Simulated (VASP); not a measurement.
A run of VASP 6.6.1:

INCAR

```
SYSTEM = SiNi
  PREC = Accurate
  ENCUT = 520
  EDIFF = 1E-6
  ISMEAR = 0
  SIGMA = 0.15
  LREAL = .FALSE.
  LASPH = .TRUE.
  NELM = 60
  ALGO = Normal
  ISIF = 2
  LWAVE = .FALSE.
  LCHARG = .FALSE.
  GGA = PS
  NBANDS = 22
```

KPOINTS

```
regular mesh
0
G
  16 14 10
  0 0 0
```

File POSCAR:

```
SiNi
1.0
    3.0266200000      0.0000000000      0.0000000000
    0.0000000000      3.2735000000      0.0000000000
    0.0000000000      0.0000000000      4.6977600000
Si Ni
2 2
Direct
    0.5000000000      0.5534595998      0.8423000000
    0.0000000000      0.0000000000      0.1577000000
    0.5000000000      0.5000000000      0.3442200000
    0.0000000000      0.0000000000      0.6557800000
```

Potentials or basis: VASP PAW PBE potentials, release 64 (Si, Ni).

Launch:

```console
$ cat potpaw_PBE.64/Si/POTCAR potpaw_PBE.64/Ni/POTCAR > POTCAR
$ mpirun -np 1 vasp_std > vasp.out
```

Hardware: 1 thread of Oxide Virtual Turin-like Processor, on a shared host.

Problem. Estimate the wall time of this run.

Solution. It took 7.5 min on 1 thread of Oxide Virtual Turin-like Processor (shared host), peak memory 0.58 GiB. Counts: scf iterations 15, k points 648.
